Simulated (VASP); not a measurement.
Write the native input for VASP 6.6.1 that does the following.

* Task: single point
* Functional: PBE
* Potentials or basis: VASP PAW PBE potentials, release 64 (Nb_sv, Te)
* Cutoff: 520 eV
* k mesh: 10 × 10 × 5
* Occupations: gaussian, width 0.05 eV
* Spin: collinear spin
* Starting moments: [2.0, -2.0, 0.0, 0.0] μB
* Dipole correction: no
* Further INCAR settings: ALGO = Normal; EDIFF = 1e-06; NBANDS = 31

The structure of NbTe lies in POSCAR:

```
NbTe
1.0
    0.0000000000      2.8774587933      2.8774587932
    5.7549175863      2.8774587933      2.8774587932
    5.7549175863      5.7549175865     -0.0000000001
Nb Te
2 2
Direct
    0.5000000000      0.5000000000      0.0000000000
    0.5000000000      0.5000000000      0.5000000000
    0.0000000000      0.0000000000      0.0000000000
    0.0000000000      0.0000000000      0.5000000000
```

These files were run (other wordings do the same):

INCAR

```
ALGO = Normal
EDIFF = 1E-6
ENCUT = 520
GGA = PE
ISIF = 2
ISMEAR = 0
ISPIN = 2
LASPH = T
LCHARG = F
LMAXMIX = 4
LORBIT = 11
LREAL = F
LWAVE = F
MAGMOM = 2 -2 0 0
NBANDS = 31
NELM = 150
PREC = Accurate
SIGMA = 0.05
```

KPOINTS

```
k-points
0
Gamma
  10 10 5
```

Potentials or basis: VASP PAW PBE potentials, release 64 (Nb_sv, Te).

Launch:

```bash
$ cat potpaw_PBE.64/Nb_sv/POTCAR potpaw_PBE.64/Te/POTCAR > POTCAR
$ mpirun -np 1 vasp_std > vasp.out
```

It gave:

```json
{"Pressure": "-0.1 GPa", "Band gap on the k mesh": "zero (filled and empty bands overlap)", "Net moment": "0.00 μB per cell", "Site moments": "Nb +1.21, -1.21; Te -0.01, +0.01 μB", "Valence electrons inside the program's atomic spheres": "Nb 10.66; Te 3.49"}
```

Caveat: spin-orbit coupling is left out, which moves the levels of the heavy elements.

Run time: 14 min on 1 thread of Intel Xeon 8259CL (shared host), peak memory 0.55 GiB.
